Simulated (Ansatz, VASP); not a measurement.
Ge: VASP beside Ansatz

Contents of POSCAR:

```
Ge
1.0
    2.7104700000      0.0000000000      0.0000000000
    0.0000000000      2.7104700000      0.0000000000
    0.0000000000      0.0000000000      2.7104700000
Ge
1
Direct
    0.0000000000      0.0000000000      0.0000000000
```

Contents of INCAR.step1:

```
ALGO     = Normal         # electronic algorithm
EDIFF    = 1E-5           # SCF threshold, eV
ENCUT    = 600            # plane-wave cutoff, eV
GGA      = PE             # functional
ISMEAR   = -1             # smearing method
LASPH    = True           # aspherical terms in the spheres
LCHARG   = False          # write CHGCAR
LREAL    = False          # projectors in reciprocal space
LWAVE    = True           # write WAVECAR
NBANDS   = 13             # bands
NELM     = 60             # most SCF steps
PREC     = Accurate       # precision mode
SIGMA    = 0.05           # smearing width, eV
```

INCAR.step2

```
AEXX     = 0.2            # exact-exchange fraction
AGGAC    = 0.81         
AGGAX    = 0.72         
ALDAC    = 0.19         
ALGO     = Normal         # electronic algorithm
EDIFF    = 1E-6           # SCF threshold, eV
EDIFFG   = -0.01          # ionic threshold
ENCUT    = 600            # plane-wave cutoff, eV
GGA      = B3             # functional
IBRION   = 2              # ionic algorithm
ISIF     = 3              # what is computed and relaxed
ISMEAR   = -1             # smearing method
ISTART   = 1            
LASPH    = True           # aspherical terms in the spheres
LCHARG   = False          # write CHGCAR
LHFCALC  = True           # exact exchange
LREAL    = False          # projectors in reciprocal space
LWAVE    = False          # write WAVECAR
NELM     = 60             # most SCF steps
NSW      = 60             # ionic steps
PREC     = Accurate       # precision mode
PRECFOCK = Normal       
SIGMA    = 0.05           # smearing width, eV
```

File KPOINTS:

```
k-points
0
Gamma
  5 5 5
```

Contents of input:

```
crystal:
  lattice:
    - [2.71047, 0.0, 0.0]
    - [0.0, 2.71047, 0.0]
    - [0.0, 0.0, 2.71047]
  atoms:
    - { symbol: Ge, position: [0.0, 0.0, 0.0] }
hamiltonian:
  xc: b3lyp
  pseudopotentials: { kind: paw }
kpoints:
  mp_grid: { grid: [5, 5, 5] }
scf:
  occupations: { method: fermi_dirac, width: 0.05 }
output:
  forces: true
  stress: true
  eigenvalues: true
relax:
  f_tol: 0.01
  max_steps: 40
  cell: { stress_tol: 0.05 }
```

Alike in both runs: task relaxation of cell and atoms; functional B3LYP; k mesh 5 × 5 × 5; occupations fermi-dirac, width 0.05 eV; no spin polarisation.

|  | VASP | Ansatz |
| --- | --- | --- |
| version | VASP 6.6.1 | Ansatz 0.2.0 |
| potentials or method | VASP PAW PBE potentials, release 64 (Ge_d) | Ansatz PAW |
| plane-wave cutoff (eV) | 600 | 420 |
| valence electrons in the cell | 14 | 14 |

Ansatz gave:

* gap on the k mesh at the Fermi level, each at its own relaxed structure (eV): none
* relaxed volume (Å³/atom): 20.97
* relaxed length of the cell vector where the two differ most in proportion (Å): 2.758

**Question.** Estimate VASP's values.

**Answer.** gap on the k mesh at the Fermi level, each at its own relaxed structure (eV): none; relaxed volume (Å³/atom): 20.99; relaxed length of the cell vector where the two differ most in proportion (Å): 2.758.

VASP's potentials were made for PBE, not for B3LYP. A gap of «none» marks a metal or a gap that the smearing closes.

The k mesh is coarse, so the values compare programs but aren't converged. Noted on Ansatz's run: the plane-wave basis is chosen anew once the cell has moved, so the energies of steps on either side of that aren't comparable.
